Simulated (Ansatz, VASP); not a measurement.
# One calculation of NaF, two programs

```
Na F
1.0
     0.00000    2.25113    2.25113
     2.25113    0.00000    2.25113
     2.25113    2.25113    0.00000
Na F
1 1
Direct
  0.00000 0.00000 0.00000
  0.50000 0.50000 0.50000
```

Alike in both runs: functional LDA; k mesh 10 × 10 × 10; occupations gaussian, width 0.02 eV; no spin polarisation.

Ansatz relaxed the structure, and its values are those at the end. VASP's run is a single point on that final structure, the one shown.

|  | VASP | Ansatz |
| --- | --- | --- |
| version | VASP 6.6.1 | Ansatz 0.2.0 |
| potentials or method | VASP PAW LDA potentials, release 64 (Na_pv, F), cutoff 600 eV | scalar-relativistic, plane waves, PAW |
| valence electrons in the cell | 14 | 16 |

```csv
,VASP,Ansatz,Ansatz less VASP
gap on the k mesh at the Fermi level (eV),6.44,6.46,+0.019
least direct gap on the mesh (eV),6.44,6.46,+0.019
pressure (GPa),-0.1,0.0,+0.13
```

Ansatz warns that its potentials were made for another functional, while VASP's fit it. LDA's correlation is that of Perdew and Zunger in VASP and of Perdew and Wang (1992) in Ansatz. VASP's potentials hold 14 valence electrons a cell and Ansatz's 16, so a difference there can come from the potentials and not from the codes.
